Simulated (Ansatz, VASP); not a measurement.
**CoO in VASP and in Ansatz**

INCAR

```
PREC     = Accurate       # precision mode
ENCUT    = 600            # plane-wave cutoff, eV
EDIFF    = 1E-7           # SCF threshold, eV
ISMEAR   = 0              # smearing method
SIGMA    = 0.1            # smearing width, eV
LREAL    = F              # projectors in reciprocal space
LASPH    = T              # aspherical terms in the spheres
NELM     = 150            # most SCF steps
ALGO     = Normal         # electronic algorithm
ISIF     = 3              # what is computed and relaxed
LWAVE    = F              # write WAVECAR
LCHARG   = F              # write CHGCAR
ISPIN    = 2              # spin polarisation
MAGMOM   = 2.71 0.54      # initial moments
LORBIT   = 11             # projections on sites
LMAXMIX  = 4              # l up to which the mixer works
GGA      = PS             # functional
IBRION   = 2              # ionic algorithm
NSW      = 100            # ionic steps
EDIFFG   = -0.01          # ionic threshold
```

Contents of KPOINTS:

```
regular mesh
0
Gamma
  16 16 16
```

The input POSCAR:

```
CoO
1.0
    2.5580026086      0.0000000000      0.0000000000
    0.0000000000      2.5580026086      0.0000000000
    0.0000000000      0.0000000000      2.5580026086
Co O
1 1
Direct
    0.0000000000      0.0000000000      0.0000000000
    0.5000000000      0.5000000000      0.5000000000
```

Input for Ansatz:

```yaml
crystal:
  lattice:
    - [2.5580026086, 0.0, 0.0]
    - [0.0, 2.5580026086, 0.0]
    - [0.0, 0.0, 2.5580026086]
  atoms:
    - { symbol: Co, position: [0.0, 0.0, 0.0], spin: 2.71 }
    - { symbol: O, position: [0.5, 0.5, 0.5], spin: 0.54 }
basis:
  ecutwfc: 420
kpoints:
  mp_grid: { grid: [16, 16, 16] }
hamiltonian:
  xc: pbesol
scf:
  occupations: { method: gaussian, width: 0.1 }
output:
  forces: true
  stress: true
  eigenvalues: true
  populations: true
magnetization:
  spin_polarized: true
relax:
  adjacent_minimum: "off"
  f_tol: 0.01
  max_steps: 80
  cell: { stress_tol: 0.05 }
```

Alike in both runs: task relaxation of cell and atoms; functional PBEsol; k mesh 16 × 16 × 16; occupations gaussian, width 0.1 eV; collinear spin.

```csv
,VASP,Ansatz
version,VASP 6.6.1,Ansatz 0.2.0
potentials or method,"VASP PAW PBE potentials, release 64 (Co, O), cutoff 600 eV","scalar-relativistic, plane waves, PAW"
valence electrons in the cell,15,23
```

```csv
,VASP,Ansatz,Ansatz less VASP
"gap on the k mesh at the Fermi level, each at its own relaxed structure (eV)",none,none,-
net moment per atom (μB),1.50,1.50,0.000
size of the moment on the site where the two differ most (μB),0.46,0.49,+0.025
relaxed volume (Å³/atom),8.49,8.51,+0.022
relaxed cell length with the largest relative difference (Å),2.570,2.572,+0.0022
```

VASP's potentials were made for PBE, not for PBEsol. Site moments also hang on the region over which each program counts them. A gap of «none» marks a metal or a gap that the smearing closes. VASP's potentials hold 15 valence electrons a cell and Ansatz's 23, so a difference there can come from the potentials and not from the codes.
